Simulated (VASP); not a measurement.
# Zr (R-3m) in VASP: a series of runs

The runs below take Zr through single point, with LDA.

Everything below comes from runs of VASP 6.6.1. Logs are shortened: lines on timing, memory, paths and dates and some standing lists are left out, and cuts for length are marked.

**1. The cell of the first run**

Symmetry: R-3m, No. 166, trigonal system. Conventional cell: a = 5.145 Å, b = 5.145 Å, c = 3.104 Å, α = 90.00°, β = 90.00°, γ = 120.00°. Within 4.1 Å of Zr (site symmetry -3m) lie 14 Zr at 3.10 to 3.62 Å.

This isn't the form of Zr at room conditions, which is hcp.

**2. Single point, LDA (equal xy, yz and zx shear strains of -1 %)**

Input file INCAR:

```
SYSTEM = Zr
PREC = Accurate
ENCUT = 520
EDIFF = 1E-6
ISMEAR = -1
SIGMA = 0.03
LREAL = .False.
LASPH = .True.
NELM = 100
ALGO = Normal
ISIF = 2
LWAVE = .False.
LCHARG = .False.
NBANDS = 12
```

Input file KPOINTS:

```
regular mesh
0
Gamma
  16 16 16
  0 0 0
```

Input file POSCAR:

```
Zr
1.0
   -1.8281000000      1.8100000000      1.8100000000
    1.8100000000     -1.8281000000      1.8100000000
    1.8100000000      1.8100000000     -1.8281000000
Zr
1
Direct
    0.0000000000      0.0000000000      0.0000000000
```

Potentials or basis: VASP PAW LDA potentials, release 64 (Zr_sv).

The run is started by

```
$ cat potpaw_LDA.64/Zr_sv/POTCAR > POTCAR
$ mpirun -np 1 vasp_std > vasp.out
```

OUTCAR:

```text
SYSTEM = Zr
   PREC = Accurate
   ENCUT = 520
   EDIFF = 1E-6
   ISMEAR = -1
   LREAL = .False.
   LASPH = .True.
   NELM = 100
   ISIF = 2

 ion  position               nearest neighbor table
   1  0.000  0.000  0.000-

  LATTYP: Found a trigonal (rhomboedric) cell.
 ALAT       =     3.1454967191
 COS(alpha) =    -0.3377371610

  Lattice vectors:

 A1 = (  -1.8281000000,   1.8100000000,   1.8100000000)
 A2 = (   1.8100000000,  -1.8281000000,   1.8100000000)
 A3 = (   1.8100000000,   1.8100000000,  -1.8281000000)

Analysis of symmetry for initial positions (statically):
=====================================================================
 Subroutine PRICEL returns:
 Original cell was already a primitive cell.

 Routine SETGRP: Setting up the symmetry group for a
 trigonal (rhombohedral) supercell.

 Subroutine GETGRP returns: Found 12 space group operations
 (whereof 12 operations were pure point group operations)
 out of a pool of 12 trial point group operations.

The static configuration has the point symmetry D_3d.

Analysis of symmetry for dynamics (positions and initial velocities):
=====================================================================
 Subroutine PRICEL returns:
 Original cell was already a primitive cell.

 Routine SETGRP: Setting up the symmetry group for a
 trigonal (rhombohedral) supercell.

 Subroutine GETGRP returns: Found 12 space group operations
 (whereof 12 operations were pure point group operations)
 out of a pool of 12 trial point group operations.

The dynamic configuration has the point symmetry D_3d.

 Subroutine INISYM returns: Found 12 space group operations
 (whereof 12 operations are pure point group operations),
 and found     1 'primitive' translations

----------------------------------------------------------------------------------------

                                     Primitive cell

  volume of cell :      23.7172

  direct lattice vectors                    reciprocal lattice vectors
    -1.828100000  1.810000000  1.810000000     0.002776452  0.277645202  0.277645202
     1.810000000 -1.828100000  1.810000000     0.277645202  0.002776452  0.277645202
     1.810000000  1.810000000 -1.828100000     0.277645202  0.277645202  0.002776452

  length of vectors
     3.145496719  3.145496719  3.145496719     0.392659427  0.392659427  0.392659427

[... 83 lines left out ...]
   NFREE  =      0    steps in history (QN), initial steepest desc. (CG)
   ISIF   =      2    stress and relaxation
   ISYM   =      2    0-nonsym 1-usesym 2-fastsym
   POTIM  = 0.5000    time-step for ionic-motion
   TEBEG  =    0.0;   TEEND  =   0.0 temperature during run
   PSTRESS=    0.0 pullay stress
   NELECT =      12.0000    total number of electrons
   NUPDOWN=      -1.0000    fix difference up-down
   EMIN   =  10.00;   EMAX   =-10.00  energy-range for DOS
   EFERMI =   0.00;   METHOD = LEGACY
   ISMEAR =    -1;   SIGMA  =   0.03  broadening in eV -4-tet -1-fermi 0-gaus
   EFERMI_NEDOS =   21; number of points for ismear=-14 and -15
   IALGO  =     38    algorithm
   IMIX   =      4    mixing-type and parameters
     AMIX     =   0.40;   BMIX     =  1.00
     AMIX_MAG =   1.60;   BMIX_MAG =  1.00
  volume/ion in A,a.u.               =      23.72       160.05
  Fermi-wavevector in a.u.,A,eV,Ry     =   1.304510  2.465167 23.153681  1.701748
  Thomas-Fermi vector in A             =   2.435441
   LORBIT       =      0    0 simple, 1 ext, 2 COOP (PROOUT), +10 PAW based schemes
   GGA     = CA    functional components
   LHFCALC =     F    Hartree Fock is set to
   AEXX    =    0.0000 exact exchange contribution
   IVDW    =     0    specifies the selected vdW correction
   LEPSILON=     F    determine dielectric tensor
   LRPA    =     F    only Hartree local field effects (RPA)
 non-spin polarized calculation
  energy-cutoff  :      520.00
  volume of cell :       23.72
 maximum number of plane-waves:       658
   NGX = 11   NGY = 11   NGZ = 11

 number of electron      12.0000000 magnetization

 Free energy of the ion-electron system (eV)
  ---------------------------------------------------
  ext. energy  EPLUGINS =         0.00000000
  ---------------------------------------------------
  free energy    TOTEN  =        -9.16686876 eV

  energy without entropy =       -9.16071778  energy(sigma->0) =       -9.16379327

 E-fermi :   8.3078     XC(G=0): -11.2052

 val. band max:        8.3072066172   @ k =  -0.3125   0.1875   0.1250
 cond. band min:       8.3088263132   @ k =  -0.4375   0.2500  -0.0000
 fundamental gap:      0.0016196960
 Fermi energy:         8.3077600051

 k-point     1 :       0.0000    0.0000    0.0000
  band No.  band energies     occupation
      1     -39.9478      2.00000
      2     -17.6309      2.00000
      3     -17.6309      2.00000
      4     -17.6010      2.00000
      5       2.9941      2.00000
      6       9.2511      0.00000
      7       9.4367      0.00000
      8       9.4367      0.00000
      9      11.8196      0.00000
     10      11.8196      0.00000
     11      20.5419      0.00000
     12      20.7476      0.00000
[... 331 lines left out ...]
 k-point    24 :      -0.0625    0.0625    0.0000
  band No.  band energies     occupation
      1     -39.9426      2.00000
      2     -17.6678      2.00000
      3     -17.6393      2.00000
      4     -17.6041      2.00000
      5       3.1238      2.00000
      6       9.1864      0.00000
      7       9.3835      0.00000
      8       9.5607      0.00000
      9      11.6981      0.00000
     10      11.8221      0.00000
     11      20.8262      0.00000
     12      20.8538      0.00000

 [... further k-points ...]

------------------------ aborting loop because EDIFF is reached ----------------------------------------

  FORCE on cell =-STRESS in cart. coord.  units (eV):
  Direction    XX          YY          ZZ          XY          YZ          ZX
  --------------------------------------------------------------------------------------
  -------------------------------------------------------------------------------------
  Total       -1.4006490     -1.4006490     -1.4006490      0.0283160      0.0283160      0.0283160
  in kB      -94.6186732    -94.6186732    -94.6186732      1.9128464      1.9128464      1.9128464
  external PRESSURE =     -94.6186732 kB  Pullay stress =       0.0000000 kB

 VOLUME and BASIS-vectors are now :
 -----------------------------------------------------------------------------
  energy-cutoff  :      520.00
  volume of cell :       23.72
      direct lattice vectors                 reciprocal lattice vectors
    -1.828100000  1.810000000  1.810000000     0.002776452  0.277645202  0.277645202
     1.810000000 -1.828100000  1.810000000     0.277645202  0.002776452  0.277645202
     1.810000000  1.810000000 -1.828100000     0.277645202  0.277645202  0.002776452

 POSITION                                       TOTAL-FORCE (eV/Angst)
 -----------------------------------------------------------------------------------
      0.00000      0.00000      0.00000        -0.000000     -0.000000      0.000000
 -----------------------------------------------------------------------------------
    total drift:                                0.000000      0.000000      0.000000

  FREE ENERGIE OF THE ION-ELECTRON SYSTEM (eV)
  ---------------------------------------------------
  free  energy   TOTEN  =        -9.1668687579 eV

  energy  without entropy=       -9.1607177835  energy(sigma->0) =       -9.16379327
```

Wall time 1.7 min (1 thread of Intel Xeon 8259CL, shared host); peak memory 0.22 GiB.

What came out:

* Free energy: -9.1669 eV
* Pressure: -9.5 GPa
* Band gap on the k mesh: zero (bands 6 and 7 overlap by 1.73 eV)

Caveat: the cell differs from its parent crystal (equal xy, yz and zx shear strains of -1 %); the cell stands under tension.

**3. Single point, LDA (equal xy, yz and zx shear strains of +1 %)**

Changes to INCAR since step 2:

```diff
@@ -8,3 +8,3 @@
 LASPH = .True.
-NELM = 100
+NELM = 80
 ALGO = Normal
@@ -13,2 +13,3 @@
 LCHARG = .False.
+GGA = CA
 NBANDS = 12
```

KPOINTS is that of step 2.

Input file POSCAR:

```
Zr
1.0
   -1.7919000000      1.8100000000      1.8100000000
    1.8100000000     -1.7919000000      1.8100000000
    1.8100000000      1.8100000000     -1.7919000000
Zr
1
Direct
    0.0000000000      0.0000000000      0.0000000000
```

Potentials or basis: VASP PAW LDA potentials, release 64 (Zr_sv).

The run is started by

```
$ cat potpaw_LDA.64/Zr_sv/POTCAR > POTCAR
$ mpirun -np 1 vasp_std > vasp.out
```

It took 1.8 min on 1 thread of Intel Xeon 8259CL, shared host; peak memory 0.22 GiB.

Results (log left out):

```
Free energy            : -9.1668 eV
Pressure               : -9.5 GPa
Band gap on the k mesh : zero (bands 6 and 7 overlap by 1.70 eV)
```

Stress tensor (GPa, compression positive):
```
-9.46 -0.24 -0.24
-0.24 -9.46 -0.24
-0.24 -0.24 -9.46
```

Levels at points of the mesh, in eV from the Fermi level:
```csv
k point,band 2,band 3,band 4,band 5,band 6,band 7,band 8,band 9,band 10,band 11
"(0.00, 0.00, 0.00)",-25.95,-25.92,-25.92,-5.31,1.00,1.00,1.20,3.51,3.51,12.30
"(0.50, 0.00, 0.00)",-26.85,-26.21,-25.93,-2.74,-0.68,1.54,3.52,4.19,6.11,9.89
"(0.50, 0.50, 0.00)",-26.86,-26.24,-25.94,-2.73,-0.65,1.66,3.43,4.08,6.21,9.93
"(0.50, 0.50, 0.50)",-26.58,-26.58,-26.54,-2.45,-2.45,5.35,5.58,5.58,7.20,7.31
```

Caveat: the cell differs from its parent crystal (equal xy, yz and zx shear strains of +1 %); the cell stands under tension.

**4. Single point, LDA (equal xy, yz and zx shear strains of +2 %)**

Input file INCAR:

```
  ALGO = Normal
  EDIFF = 1E-6
  ENCUT = 520
  ISIF = 2
  ISMEAR = -1
  LASPH = T
  LCHARG = F
  LREAL = F
  LWAVE = F
  NBANDS = 12
  NELM = 100
  PREC = Accurate
  SIGMA = 0.03
```

Input file KPOINTS:

```
k-points
0
Gamma
  16 16 16
```

Input file POSCAR:

```
Zr
1.0
   -1.7738000000      1.8100000000      1.8100000000
    1.8100000000     -1.7738000000      1.8100000000
    1.8100000000      1.8100000000     -1.7738000000
Zr
1
Direct
    0.0000000000      0.0000000000      0.0000000000
```

The run is started by

```
$ cat potpaw_LDA.64/Zr_sv/POTCAR > POTCAR
$ mpirun -np 1 vasp_std > vasp.out
```

Wall time 1.7 min (1 thread of Intel Xeon 8259CL, shared host); peak memory 0.22 GiB.

It converged, with:

| Property | Result |
| --- | --- |
| Free energy | -9.1654 eV |
| Pressure | -9.4 GPa |
| Band gap on the k mesh | zero (bands 6 and 7 overlap by 1.62 eV) |

Stress tensor (GPa, compression positive):
```
-9.43 -0.56 -0.56
-0.56 -9.43 -0.56
-0.56 -0.56 -9.43
```

Levels at points of the mesh, in eV from the Fermi level:
```
           k point  band 3  band 4  band 5  band 6  band 7  band 8  band 9  band 10
(0.00, 0.00, 0.00)  -25.91  -25.91   -5.31    0.93    0.93    1.32    3.53     3.53
(0.50, 0.00, 0.00)  -26.20  -25.92   -2.74   -0.70    1.48    3.57    4.24     6.06
(0.50, 0.50, 0.00)  -26.25  -25.94   -2.72   -0.63    1.72    3.40    4.03     6.26
(0.50, 0.50, 0.50)  -26.59  -26.51   -2.45   -2.45    5.20    5.66    5.66     7.14
```

Caveat: the cell differs from its parent crystal (equal xy, yz and zx shear strains of +2 %); the cell stands under tension.

**5. Summary**

| cell | gap on the mesh (eV) | pressure (GPa) |
| --- | --- | --- |
| a = 3.145 Å, angles 109.7°, 1 atom | none | -9.5 |
| a = 3.125 Å, angles 109.2°, 1 atom | none | -9.5 |
| a = 3.114 Å, angles 108.9°, 1 atom | none | -9.4 |

Alike in all rows: task single point; level LDA; potentials or basis VASP PAW LDA potentials, release 64 (Zr_sv); no spin polarisation; k mesh 16 × 16 × 16; cutoff (eV) 520; smearing fermi-dirac 0.03 eV.

Caveats: the cell stands under tension.

Absolute energies hang on the potentials; compare differences alone.
